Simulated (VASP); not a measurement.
# Bi2TeO3 (P-4m2) in VASP: notebook

The runs below take Bi2TeO3 through single point, relaxation of cell and atoms, with PBE.

Program: VASP 6.6.1. These are calculated values, not measurements. Logs are shortened: lines on timing, memory, paths and dates and some standing lists are left out, and cuts for length are marked.

## Step 1: The cell of the first run

It takes space group P-4m2 (No. 115, tetragonal). The conventional cell has a = 3.516 Å, b = 3.516 Å, c = 8.698 Å, α = 90.00°, β = 90.00°, γ = 90.00°. Bi (site symmetry 2mm) has 5 O at 2.32 to 2.55 Å within 3.1 Å. Within 3.6 Å of Te (site symmetry -4m2) lie 4 O at 2.49 Å and 4 Bi at 3.39 Å and 4 Te at 3.52 Å. O (site symmetry -4m2) has 4 Te at 2.49 Å and 4 Bi at 3.39 Å and 4 O at 3.52 Å within 3.6 Å. O (site symmetry 2mm) has 5 Bi at 2.32 to 2.55 Å and 4 O at 3.04 Å within 3.1 Å.

The cell was generated, and may not be a known phase.

## Step 2: Single point, PBE

File INCAR:

```
SYSTEM = Bi2TeO3
ALGO = Normal ; EDIFF = 1E-6
ENCUT = 520 ; GGA = PE
ISIF = 2 ; ISMEAR = 0
LASPH = .True. ; LCHARG = .True.
LELF = .True. ; LREAL = .False.
LVHAR = .True. ; LWAVE = .False.
NBANDS = 36 ; NELM = 60
PREC = Accurate ; SIGMA = 0.1
```

File KPOINTS:

```
k-points
0
Gamma
  10 10 6
  0 0 0
```

File POSCAR:

```
Bi2TeO3
1.0
    3.5160501959      0.0000000000      0.0000000000
    0.0000000000      3.5160501959      0.0000000000
    0.0000000000      0.0000000000      8.6984311094
Bi Te O
2 1 3
Direct
    0.0000000000      0.5000000000      0.6661779262
    0.5000000000      0.0000000000      0.3338220738
    0.0000000000      0.0000000000      0.0000000000
    0.5000000000      0.5000000000      0.0000000000
    0.0000000000      0.5000000000      0.3992937081
    0.5000000000      0.0000000000      0.6007062919
```

Potentials or basis: VASP PAW PBE potentials, release 64 (Bi_d, Te, O).

Started as:

```
$ cat potpaw_PBE.64/Bi_d/POTCAR potpaw_PBE.64/Te/POTCAR potpaw_PBE.64/O/POTCAR > POTCAR
$ mpirun -np 1 vasp_std > vasp.out
```

OUTCAR:

```text
SYSTEM = Bi2TeO3
   EDIFF = 1E-6
   ENCUT = 520
   GGA = PE
   ISIF = 2
   ISMEAR = 0
   LASPH = .True.
   LREAL = .False.
   NELM = 60
   PREC = Accurate

 ion  position               nearest neighbor table
   1  0.000  0.500  0.666-   5 2.32   6 2.55   6 2.55   6 2.55   6 2.55   3 3.39   3 3.39   2 3.81
                             2 3.81   2 3.81   2 3.81
   2  0.500  0.000  0.334-   6 2.32   5 2.55   5 2.55   5 2.55   5 2.55   3 3.39   3 3.39   1 3.81
                             1 3.81   1 3.81   1 3.81
   3  0.000  0.000  0.000-   4 2.49   4 2.49   4 2.49   4 2.49   2 3.39   2 3.39   1 3.39   1 3.39

   4  0.500  0.500  0.000-   3 2.49   3 2.49   3 2.49   3 2.49
   5  0.000  0.500  0.399-   1 2.32   2 2.55   2 2.55   2 2.55   2 2.55
   6  0.500  0.000  0.601-   2 2.32   1 2.55   1 2.55   1 2.55   1 2.55

  LATTYP: Found a simple tetragonal cell.
 ALAT       =     3.5160501959
 C/A-ratio  =     2.4739211970

  Lattice vectors:

 A1 = (   3.5160501959,   0.0000000000,   0.0000000000)
 A2 = (   0.0000000000,   3.5160501959,   0.0000000000)
 A3 = (   0.0000000000,   0.0000000000,   8.6984311094)

Analysis of symmetry for initial positions (statically):
=====================================================================
 Subroutine PRICEL returns:
 Original cell was already a primitive cell.

 Routine SETGRP: Setting up the symmetry group for a
 simple tetragonal supercell.

 Subroutine GETGRP returns: Found  8 space group operations
 (whereof  8 operations were pure point group operations)
 out of a pool of 16 trial point group operations.

The static configuration has the point symmetry D_2d.

Analysis of symmetry for dynamics (positions and initial velocities):
=====================================================================
 Subroutine PRICEL returns:
 Original cell was already a primitive cell.

 Routine SETGRP: Setting up the symmetry group for a
 simple tetragonal supercell.

 Subroutine GETGRP returns: Found  8 space group operations
 (whereof  8 operations were pure point group operations)
 out of a pool of 16 trial point group operations.

The dynamic configuration has the point symmetry D_2d.

 Subroutine INISYM returns: Found  8 space group operations
 (whereof  8 operations are pure point group operations),
 and found     1 'primitive' translations

----------------------------------------------------------------------------------------

                                     Primitive cell

[... 101 lines left out ...]
   NSW    =      0    number of steps for IOM
   IBRION =     -1    ionic relax: 0-MD 1-quasi-New 2-CG
   NFREE  =      0    steps in history (QN), initial steepest desc. (CG)
   ISIF   =      2    stress and relaxation
   ISYM   =      2    0-nonsym 1-usesym 2-fastsym
   POTIM  = 0.5000    time-step for ionic-motion
   TEBEG  =    0.0;   TEEND  =   0.0 temperature during run
   PSTRESS=    0.0 pullay stress
   NELECT =      54.0000    total number of electrons
   NUPDOWN=      -1.0000    fix difference up-down
   EMIN   =  10.00;   EMAX   =-10.00  energy-range for DOS
   EFERMI =   0.00;   METHOD = LEGACY
   ISMEAR =     0;   SIGMA  =   0.10  broadening in eV -4-tet -1-fermi 0-gaus
   EFERMI_NEDOS =   21; number of points for ismear=-14 and -15
   IALGO  =     38    algorithm
   IMIX   =      4    mixing-type and parameters
     AMIX     =   0.40;   BMIX     =  1.00
     AMIX_MAG =   1.60;   BMIX_MAG =  1.00
  volume/ion in A,a.u.               =      17.92       120.95
  Fermi-wavevector in a.u.,A,eV,Ry     =   1.301235  2.458978 23.037554  1.693212
  Thomas-Fermi vector in A             =   2.432382
   LORBIT       =      0    0 simple, 1 ext, 2 COOP (PROOUT), +10 PAW based schemes
   GGA     = PE    functional components
   LHFCALC =     F    Hartree Fock is set to
   AEXX    =    0.0000 exact exchange contribution
   IVDW    =     0    specifies the selected vdW correction
   LEPSILON=     F    determine dielectric tensor
   LRPA    =     F    only Hartree local field effects (RPA)
 non-spin polarized calculation
 Gauss-broadening in eV      SIGMA  =   0.10
  energy-cutoff  :      520.00
  volume of cell :      107.54
 maximum number of plane-waves:      2945
 NGX is ok and might be reduce to    28
   NGX = 13   NGY = 13   NGZ = 33

 number of electron      54.0000015 magnetization

 Free energy of the ion-electron system (eV)
  ---------------------------------------------------
  ext. energy  EPLUGINS =         0.00000000
  ---------------------------------------------------
  free energy    TOTEN  =       -29.27300049 eV

  energy without entropy =      -29.25856694  energy(sigma->0) =      -29.26578372

 E-fermi :   8.3078     XC(G=0): -10.6613

 val. band max:        8.2926990959   @ k =   0.3000   0.1000   0.5000
 cond. band min:       8.3208029867   @ k =   0.2000   0.1000   0.5000
 fundamental gap:      0.0281038908
 Fermi energy:         8.3078435263

 k-point     1 :       0.0000    0.0000    0.0000
  band No.  band energies     occupation
      1     -15.9993      2.00000
      2     -15.9814      2.00000
      3     -15.9678      2.00000
      4     -15.8703      2.00000
      5     -15.8318      2.00000
      6     -15.8318      2.00000
[... 925 lines left out ...]
     35      14.7270      0.00000
     36      14.9905      0.00000

 [... further k-points ...]

------------------------ aborting loop because EDIFF is reached ----------------------------------------

  FORCE on cell =-STRESS in cart. coord.  units (eV):
  Direction    XX          YY          ZZ          XY          YZ          ZX
  --------------------------------------------------------------------------------------
  -------------------------------------------------------------------------------------
  Total       -0.1197349     -0.1197349      0.0184759      0.0000000      0.0000000      0.0000000
  in kB       -1.7839400     -1.7839400      0.2752737      0.0000000      0.0000000      0.0000000
  external PRESSURE =      -1.0975354 kB  Pullay stress =       0.0000000 kB

 VOLUME and BASIS-vectors are now :
 -----------------------------------------------------------------------------
  energy-cutoff  :      520.00
  volume of cell :      107.54
      direct lattice vectors                 reciprocal lattice vectors
     3.516050196  0.000000000  0.000000000     0.284410047  0.000000000  0.000000000
     0.000000000  3.516050196  0.000000000     0.000000000  0.284410047  0.000000000
     0.000000000  0.000000000  8.698431109     0.000000000  0.000000000  0.114963260

 POSITION                                       TOTAL-FORCE (eV/Angst)
 -----------------------------------------------------------------------------------
      0.00000      1.75803      5.79470        -0.000000      0.000000      0.028954
      1.75803      0.00000      2.90373        -0.000000      0.000000     -0.028954
      0.00000      0.00000      0.00000        -0.000000      0.000000      0.000000
      1.75803      1.75803      0.00000         0.000000     -0.000000      0.000000
      0.00000      1.75803      3.47323        -0.000000      0.000000     -0.021997
      1.75803      0.00000      5.22520        -0.000000      0.000000      0.021997
 -----------------------------------------------------------------------------------
    total drift:                                0.000000      0.000000      0.000000

  FREE ENERGIE OF THE ION-ELECTRON SYSTEM (eV)
  ---------------------------------------------------
  free  energy   TOTEN  =       -29.2730004893 eV

  energy  without entropy=      -29.2585669446  energy(sigma->0) =      -29.26578372
```

OSZICAR:

```text
N       E                     dE             d eps       ncg     rms          rms(c)
DAV:   1     0.627427252960E+03    0.62743E+03   -0.26764E+04  6048   0.173E+03
DAV:   2     0.567817735727E+02   -0.57065E+03   -0.54883E+03  6408   0.479E+02
DAV:   3    -0.301036967719E+02   -0.86885E+02   -0.83756E+02  7284   0.186E+02
DAV:   4    -0.348432383951E+02   -0.47395E+01   -0.46783E+01  6856   0.450E+01
DAV:   5    -0.350112228309E+02   -0.16798E+00   -0.16788E+00  8032   0.893E+00    0.159E+01
DAV:   6    -0.300705176866E+02    0.49407E+01   -0.27422E+01  8428   0.438E+01    0.930E+00
DAV:   7    -0.293195031655E+02    0.75101E+00   -0.55432E+00  6356   0.126E+01    0.685E+00
DAV:   8    -0.293326049379E+02   -0.13102E-01   -0.51892E-01  6660   0.365E+00    0.539E+00
DAV:   9    -0.293209871195E+02    0.11618E-01   -0.24769E-01  6864   0.297E+00    0.236E+00
DAV:  10    -0.292794539118E+02    0.41533E-01   -0.78876E-02  6436   0.164E+00    0.150E+00
DAV:  11    -0.292746040468E+02    0.48499E-02   -0.21674E-02  7432   0.738E-01    0.603E-01
DAV:  12    -0.292731643301E+02    0.14397E-02   -0.55146E-03  7348   0.350E-01    0.182E-01
DAV:  13    -0.292735332061E+02   -0.36888E-03   -0.71302E-04  6396   0.136E-01    0.289E-01
DAV:  14    -0.292730202590E+02    0.51295E-03   -0.26590E-03  6232   0.254E-01    0.112E-01
DAV:  15    -0.292730098168E+02    0.10442E-04   -0.18553E-04  7104   0.710E-02    0.382E-02
DAV:  16    -0.292729999325E+02    0.98842E-05   -0.31410E-05  5808   0.253E-02    0.101E-02
DAV:  17    -0.292730004893E+02   -0.55681E-06   -0.36360E-06  5676   0.121E-02
   1 F= -.29273000E+02 E0= -.29265784E+02  d E =-.144335E-01
```

It took 4.7 min on 1 thread of Intel Xeon Platinum 8259CL at 2.50GHz (Skylake/Cascade Lake), shared host; peak memory 0.42 GiB.

What came out:

* Free energy: -29.2730 eV
* Pressure: -0.1 GPa
* Largest force: 0.029 eV/Å
* Band gap on the k mesh: zero (bands 27 and 28 overlap by 2.19 eV)

Forces on the atoms (eV/Å):
```
Bi   0.000  0.000  0.029
Bi   0.000  0.000 -0.029
Te   0.000  0.000  0.000
O    0.000  0.000  0.000
O    0.000  0.000 -0.022
O    0.000  0.000  0.022
```

Caveat: spin-orbit coupling is left out, which moves the levels of the heavy elements.

(Continued in part 2 of 2.)

The gap in the log of VASP goes by the Fermi energy; the results here count the filled bands.